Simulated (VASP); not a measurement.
# V (Im-3m) in VASP: notebook

Runs on V. Level: LDA. Tasks: single point.

Program: VASP 6.6.1. These are calculated values, not measurements. Logs are shortened: lines on timing, memory, paths and dates and some standing lists are left out, and cuts for length are marked.

**1. The cell of the first run**

Symmetry: Im-3m, No. 229, cubic system. The conventional cell has a = 2.927 Å, b = 2.927 Å, c = 2.927 Å, α = 90.00°, β = 90.00°, γ = 90.00°. V (site symmetry m-3m) has 14 V at 2.54 to 2.93 Å within 3.3 Å.

**2. Single point, LDA**

INCAR

```
SYSTEM = V
ALGO     = Normal         ! electronic algorithm
EDIFF    = 1E-6           ! SCF threshold, eV
ENCUT    = 520            ! plane-wave cutoff, eV
ISIF     = 2              ! what is computed and relaxed
ISMEAR   = -1             ! smearing method
LASPH    = .True.         ! aspherical terms in the spheres
LCHARG   = .False.        ! write CHGCAR
LREAL    = .False.        ! projectors in reciprocal space
LWAVE    = .False.        ! write WAVECAR
NBANDS   = 12             ! bands
NELM     = 100            ! most SCF steps
PREC     = Accurate       ! precision mode
SIGMA    = 1.0            ! smearing width, eV
```

KPOINTS

```
k-points
0
Gamma
  15 15 15
  0 0 0
```

POSCAR

```
V
1.0
   -1.4636513664      1.4636513664      1.4636513664
    1.4636513664     -1.4636513664      1.4636513664
    1.4636513664      1.4636513664     -1.4636513664
V
1
Direct
    0.0000000000      0.0000000000      0.0000000000
```

Potentials or basis: VASP PAW LDA potentials, release 64 (V_sv).

On the command line:

```sh
$ cat potpaw_LDA.64/V_sv/POTCAR > POTCAR
$ mpirun -np 1 vasp_std > vasp.out
```

OUTCAR:

```text
SYSTEM = V
   EDIFF = 1E-6
   ENCUT = 520
   ISIF = 2
   ISMEAR = -1
   LASPH = .True.
   LREAL = .False.
   NELM = 100
   PREC = Accurate

 ion  position               nearest neighbor table
   1  0.000  0.000  0.000-

  LATTYP: Found a body centered cubic cell.
 ALAT       =     2.9273027328

  Lattice vectors:

 A1 = (  -1.4636513664,   1.4636513664,   1.4636513664)
 A2 = (   1.4636513664,  -1.4636513664,   1.4636513664)
 A3 = (   1.4636513664,   1.4636513664,  -1.4636513664)

Analysis of symmetry for initial positions (statically):
=====================================================================
 Subroutine PRICEL returns:
 Original cell was already a primitive cell.

 Routine SETGRP: Setting up the symmetry group for a
 body centered cubic supercell.

 Subroutine GETGRP returns: Found 48 space group operations
 (whereof 48 operations were pure point group operations)
 out of a pool of 48 trial point group operations.

The static configuration has the point symmetry O_h .

Analysis of symmetry for dynamics (positions and initial velocities):
=====================================================================
 Subroutine PRICEL returns:
 Original cell was already a primitive cell.

 Routine SETGRP: Setting up the symmetry group for a
 body centered cubic supercell.

 Subroutine GETGRP returns: Found 48 space group operations
 (whereof 48 operations were pure point group operations)
 out of a pool of 48 trial point group operations.

The dynamic configuration has the point symmetry O_h .

 Subroutine INISYM returns: Found 48 space group operations
 (whereof 48 operations are pure point group operations),
 and found     1 'primitive' translations

----------------------------------------------------------------------------------------

                                     Primitive cell

  volume of cell :      12.5422

  direct lattice vectors                    reciprocal lattice vectors
    -1.463651366  1.463651366  1.463651366     0.000000000  0.341611405  0.341611405
     1.463651366 -1.463651366  1.463651366     0.341611405  0.000000000  0.341611405
     1.463651366  1.463651366 -1.463651366     0.341611405  0.341611405  0.000000000

  length of vectors
     2.535118531  2.535118531  2.535118531     0.483111482  0.483111482  0.483111482

  position of ions in fractional coordinates (direct lattice)
     0.000000000  0.000000000  0.000000000

  ion indices of the primitive-cell ions
   primitive index   ion index
                 1           1

----------------------------------------------------------------------------------------

 KPOINTS: k-points

Automatic generation of k-mesh.
 Grid dimensions read from file:
 generate k-points for:   15   15   15

 Generating k-lattice:

  Cartesian coordinates                     Fractional coordinates (reciprocal lattice)
     0.000000000  0.022774094  0.022774094     0.066666667  0.000000000  0.000000000
     0.022774094  0.000000000  0.022774094     0.000000000  0.066666667  0.000000000
     0.022774094  0.022774094  0.000000000     0.000000000  0.000000000  0.066666667

  Length of vectors
     0.032207432  0.032207432  0.032207432

  Shift w.r.t. Gamma in fractional coordinates (k-lattice)
     0.000000000  0.000000000  0.000000000

 Subroutine IBZKPT returns following result:
 ===========================================

 Found    120 irreducible k-points:

 Following reciprocal coordinates:
            Coordinates               Weight
  0.000000  0.000000  0.000000      1.000000
  0.066667  0.000000  0.000000     12.000000
  0.133333  0.000000  0.000000     12.000000
  0.200000  0.000000  0.000000     12.000000
  0.266667  0.000000  0.000000     12.000000
  0.333333  0.000000  0.000000     12.000000
[... 16 lines left out ...]
  0.333333  0.200000  0.000000     48.000000
  0.400000  0.200000  0.000000     24.000000
 [... further k-points ...]
   k-points           NKPTS =    120   k-points in BZ     NKDIM =    120   number of bands    NBANDS=     12
   number of dos      NEDOS =    301   number of ions     NIONS =      1
   total plane-waves  NPLWV =   8000
   dimension x,y,z NGX =    20 NGY =   20 NGZ =   20
   dimension x,y,z NGXF=    40 NGYF=   40 NGZF=   40
   ions per type =               1
   NGX,Y,Z   is equivalent  to a cutoff of  13.12, 13.12, 13.12 a.u.
   NGXF,Y,Z  is equivalent  to a cutoff of  26.23, 26.23, 26.23 a.u.
 SYSTEM =  V
   PREC   = accura    normal or accurate (medium, high low for compatibility)
   ISTART =      0    job   : 0-new  1-cont  2-samecut
   ICHARG =      2    charge: 1-file 2-atom 10-const
   ISPIN  =      1    spin polarized calculation?
   LNONCOLLINEAR =      F non collinear calculations
   LSORBIT =      F    spin-orbit coupling
   LASPH  =      T    aspherical Exc in radial PAW
   ENCUT  =  520.0 eV  38.22 Ry    6.18 a.u.   4.71  4.71  4.71*2*pi/ulx,y,z
   NELM   =    100;   NELMIN=  2; NELMDL= -5     # of ELM steps
   EDIFF  = 0.1E-05   stopping-criterion for ELM
   LREAL  =      F    real-space projection
   EDIFFG = 0.1E-04   stopping-criterion for IOM
   NSW    =      0    number of steps for IOM
   IBRION =     -1    ionic relax: 0-MD 1-quasi-New 2-CG
   NFREE  =      0    steps in history (QN), initial steepest desc. (CG)
   ISIF   =      2    stress and relaxation
   ISYM   =      2    0-nonsym 1-usesym 2-fastsym
   POTIM  = 0.5000    time-step for ionic-motion
   TEBEG  =    0.0;   TEEND  =   0.0 temperature during run
   PSTRESS=    0.0 pullay stress
   NELECT =      13.0000    total number of electrons
   NUPDOWN=      -1.0000    fix difference up-down
   EMIN   =  10.00;   EMAX   =-10.00  energy-range for DOS
   EFERMI =   0.00;   METHOD = LEGACY
   ISMEAR =    -1;   SIGMA  =   1.00  broadening in eV -4-tet -1-fermi 0-gaus
   EFERMI_NEDOS =   21; number of points for ismear=-14 and -15
   IALGO  =     38    algorithm
   IMIX   =      4    mixing-type and parameters
     AMIX     =   0.40;   BMIX     =  1.00
     AMIX_MAG =   1.60;   BMIX_MAG =  1.00
  volume/ion in A,a.u.               =      12.54        84.64
  Fermi-wavevector in a.u.,A,eV,Ry     =   1.656781  3.130861 37.346926  2.744922
  Thomas-Fermi vector in A             =   2.744646
   LORBIT       =      0    0 simple, 1 ext, 2 COOP (PROOUT), +10 PAW based schemes
   GGA     = CA    functional components
   LHFCALC =     F    Hartree Fock is set to
   AEXX    =    0.0000 exact exchange contribution
   IVDW    =     0    specifies the selected vdW correction
   LEPSILON=     F    determine dielectric tensor
   LRPA    =     F    only Hartree local field effects (RPA)
 non-spin polarized calculation
  energy-cutoff  :      520.00
  volume of cell :       12.54
 maximum number of plane-waves:       366
   NGX =  9   NGY =  9   NGZ =  9

 number of electron      13.0000011 magnetization

 Free energy of the ion-electron system (eV)
  ---------------------------------------------------
  ext. energy  EPLUGINS =         0.00000000
  ---------------------------------------------------
  free energy    TOTEN  =       -11.99470885 eV

  energy without entropy =       -8.07596903  energy(sigma->0) =      -10.03533894

 E-fermi :  10.9095     XC(G=0): -13.5894

 val. band max:       10.8962343342   @ k =  -0.2000   0.2000   0.1333
 cond. band min:      10.9131645005   @ k =   0.3333   0.0667   0.0000
 fundamental gap:      0.0169301663
 Fermi energy:        10.9095352836

 k-point     1 :       0.0000    0.0000    0.0000
  band No.  band energies     occupation
      1     -52.0605      2.00000
      2     -25.6441      2.00000
      3     -25.6441      2.00000
      4     -25.6441      2.00000
      5       3.7683      1.99842
      6      11.0803      0.91481
      7      11.0803      0.91481
      8      11.0803      0.91481
      9      13.3043      0.16715
     10      13.3043      0.16715
     11      31.4694      0.00000
     12      31.4694      0.00000

 k-point     2 :       0.0667    0.0000    0.0000
  band No.  band energies     occupation
      1     -52.0486      2.00000
      2     -25.6983      2.00000
      3     -25.6603      2.00000
      4     -25.6447      2.00000
      5       3.9616      1.99808
      6      10.9922      0.95867
      7      11.0601      0.92488
      8      11.2248      0.84367
      9      13.2013      0.18361
     10      13.3097      0.16632
     11      31.2409      0.00000
     12      31.4663      0.00000

 k-point     3 :       0.1333    0.0000    0.0000
  band No.  band energies     occupation
      1     -52.0148      2.00000
      2     -25.8497      2.00000
      3     -25.7057      2.00000
      4     -25.6461      2.00000
      5       4.5148      1.99666
      6      10.7508      1.07919
      7      10.9601      0.97474
      8      11.6455      0.64775
      9      12.9970      0.22064
     10      13.3308      0.16313
     11      30.4713      0.00000
     12      31.2641      0.00000
[... 286 lines left out ...]
 k-point    23 :       0.3333    0.2000    0.0000
  band No.  band energies     occupation
      1     -51.7668      2.00000
      2     -26.6643      2.00000
      3     -26.1503      2.00000
      4     -25.7608      2.00000
      5       8.0824      1.88825
      6       9.4109      1.63473
      7      10.4294      1.23557
      8      13.1985      0.18409
      9      13.9385      0.09227
     10      17.0765      0.00419
     11      22.4348      0.00002
     12      24.9942      0.00000

 k-point    24 :       0.4000    0.2000    0.0000
  band No.  band energies     occupation
      1     -51.7568      2.00000
      2     -26.6837      2.00000
      3     -26.1821      2.00000
      4     -25.7632      2.00000
      5       8.0641      1.89017
      6       9.4107      1.63480
      7      10.5732      1.16659
      8      13.2673      0.17291
      9      13.9960      0.08734
     10      17.6749      0.00230
     11      21.5661      0.00005
     12      24.7739      0.00000

 [... further k-points ...]

------------------------ aborting loop because EDIFF is reached ----------------------------------------

  FORCE on cell =-STRESS in cart. coord.  units (eV):
  Direction    XX          YY          ZZ          XY          YZ          ZX
  --------------------------------------------------------------------------------------
  -------------------------------------------------------------------------------------
  Total        2.2333355      2.2333355      2.2333355      0.0000000      0.0000000      0.0000000
  in kB      285.2933457    285.2933457    285.2933457      0.0000000      0.0000000      0.0000000
  external PRESSURE =     285.2933457 kB  Pullay stress =       0.0000000 kB

 VOLUME and BASIS-vectors are now :
 -----------------------------------------------------------------------------
  energy-cutoff  :      520.00
  volume of cell :       12.54
      direct lattice vectors                 reciprocal lattice vectors
    -1.463651366  1.463651366  1.463651366     0.000000000  0.341611405  0.341611405
     1.463651366 -1.463651366  1.463651366     0.341611405  0.000000000  0.341611405
     1.463651366  1.463651366 -1.463651366     0.341611405  0.341611405  0.000000000

 POSITION                                       TOTAL-FORCE (eV/Angst)
 -----------------------------------------------------------------------------------
      0.00000      0.00000      0.00000         0.000000     -0.000000      0.000000
 -----------------------------------------------------------------------------------
    total drift:                                0.000000     -0.000000      0.000000

  FREE ENERGIE OF THE ION-ELECTRON SYSTEM (eV)
  ---------------------------------------------------
  free  energy   TOTEN  =       -11.9947088536 eV

  energy  without entropy=       -8.0759690271  energy(sigma->0) =      -10.03533894
```

It took 21 s on 1 thread of Intel Xeon 6975P-C, shared host; peak memory 0.13 GiB.

Results:

```yaml
Free_energy: -11.9947 eV
Pressure: 28.5 GPa
```

**3. Single point, LDA**

INCAR

```
PREC     = Accurate       # precision mode
ENCUT    = 520            # plane-wave cutoff, eV
EDIFF    = 1E-6           # SCF threshold, eV
ISMEAR   = 0              # smearing method
SIGMA    = 0.01           # smearing width, eV
LREAL    = False          # projectors in reciprocal space
LASPH    = True           # aspherical terms in the spheres
NELM     = 60             # most SCF steps
ALGO     = Normal         # electronic algorithm
ISIF     = 2              # what is computed and relaxed
LWAVE    = False          # write WAVECAR
LCHARG   = False          # write CHGCAR
GGA      = CA             # functional
NBANDS   = 12             # bands
```

KPOINTS

```
Automatic mesh
0
Gamma
  15 15 15
```

POSCAR is that of step 2.

Potentials or basis: VASP PAW LDA potentials, release 64 (V_sv).

On the command line:

```sh
$ cat potpaw_LDA.64/V_sv/POTCAR > POTCAR
$ mpirun -np 1 vasp_std > vasp.out
```

Run time: 23 s. Hardware: 1 thread of Intel Xeon 6975P-C, shared host; peak memory 0.13 GiB.

Results (log left out):

```yaml
Free_energy: -9.9540 eV
Pressure: 0.1 GPa
```

Levels at points of the mesh, in eV from the Fermi level:
```
           k point  band 4  band 5  band 6  band 7  band 8  band 9
(0.00, 0.00, 0.00)  -36.45   -6.64    0.41    0.41    0.41    2.59
```

**4. Single point, LDA**

INCAR

```
SYSTEM = V
PREC = Accurate
ENCUT = 520
EDIFF = 1E-6
ISMEAR = 0
SIGMA = 0.03
LREAL = .FALSE.
LASPH = .TRUE.
NELM = 60
ALGO = Normal
ISIF = 2
LWAVE = .FALSE.
LCHARG = .FALSE.
NBANDS = 12
```

KPOINTS

```
regular mesh
0
G
  15 15 15
  0 0 0
```

POSCAR is that of step 3.

On the command line:

```sh
$ cat potpaw_LDA.64/V_sv/POTCAR > POTCAR
$ mpirun -np 1 vasp_std > vasp.out
```

Wall time 23 s (1 thread of Intel Xeon 6975P-C, shared host); peak memory 0.13 GiB.

The run converged. Its results:

* Free energy: -9.9541 eV
* Pressure: 0.1 GPa

Levels at points of the mesh, in eV from the Fermi level:
```tsv
k point	band 3	band 4	band 5	band 6	band 7	band 8	band 9	band 10
(0.00, 0.00, 0.00)	-36.45	-36.45	-6.64	0.40	0.40	0.40	2.59	2.59
```

(Part 1 of 2 ends here.)
